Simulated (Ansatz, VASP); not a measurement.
**HfN: VASP beside Ansatz**

```xyz
4
Lattice="3.1375 0.0000 0.0000 -1.5688 2.7172 0.0000 0.0000 0.0000 5.4134" Properties=species:S:1:pos:R:3 pbc="T T T"
Hf    1.5688    0.9057    4.0600
Hf    0.0000    1.8115    1.3533
N     0.0000    0.0000    0.0000
N     0.0000    0.0000    2.7067
```

Alike in both runs: functional PBE; dispersion D3(BJ); k mesh 18 × 18 × 8; occupations gaussian, width 0.1 eV; no spin polarisation.

Ansatz relaxed the structure, and its values are those at the end. VASP's run is a single point on that final structure, the one shown.

|  | VASP | Ansatz |
| --- | --- | --- |
| version | VASP 6.6.1 | Ansatz 0.2.0 |
| potentials or method | VASP PAW PBE potentials, release 64 (Hf_pv, N), cutoff 520 eV | scalar-relativistic, plane waves, PAW |
| valence electrons in the cell | 30 | 62 |

Ansatz gave:

```
gap on the k mesh at the Fermi level (eV) : none
pressure (GPa)                            : 0.0
```

Task: Which values does VASP return?

Result: gap on the k mesh at the Fermi level (eV): none; pressure (GPa): -2.3.

A gap of «none» marks a metal or a gap that the smearing closes. VASP's potentials hold 30 valence electrons a cell and Ansatz's 62, so a difference there can come from the potentials and not from the codes.

Spin-orbit coupling is off throughout.
